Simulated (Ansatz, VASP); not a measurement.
# Two plane-wave programs on LaWI

```
La W I
1.0
     3.67570    0.00000    0.00000
     0.00000    3.77512    0.00000
     0.00000    0.00000   14.26227
La W I
2 2 2
Direct
  0.50000 0.00000 0.68992
  0.00000 0.50000 0.31008
  0.50000 0.00000 0.47859
  0.00000 0.50000 0.52141
  0.00000 0.00000 0.13582
  0.50000 0.50000 0.86418
```

Change from the starting cell: species swapped into the ErAsSe type (Pmmn, No. 59).

Alike in both runs: functional PBE; k mesh 6 × 4 × 2; occupations gaussian, width 0.1 eV; no spin polarisation.

Ansatz relaxed the structure, and its values are those at the end. VASP's run is a single point on that final structure, the one shown.

|  | VASP | Ansatz |
| --- | --- | --- |
| version | VASP 6.6.1 | Ansatz 0.2.0 |
| potentials or method | VASP PAW PBE potentials, release 64 (La, W_sv, I), cutoff 520 eV | scalar-relativistic, plane waves, PAW |
| valence electrons in the cell | 64 | 84 |

VASP gave:

| Item | Value |
| --- | --- |
| gap on the k mesh at the Fermi level (eV) | none |
| pressure (GPa) | 0.1 |
| rms of the force components (eV/Å) | 0.008 |

**Question.** Estimate Ansatz's values.

**Answer.** gap on the k mesh at the Fermi level (eV): none; pressure (GPa): 0.0; rms of the force components (eV/Å): 0.007.

A gap of «none» marks a metal or a gap that the smearing closes. VASP's potentials hold 64 valence electrons a cell and Ansatz's 84, so a difference there can come from the potentials and not from the codes.

The k mesh is coarse, so the values compare programs but aren't converged. Spin-orbit coupling is off throughout.
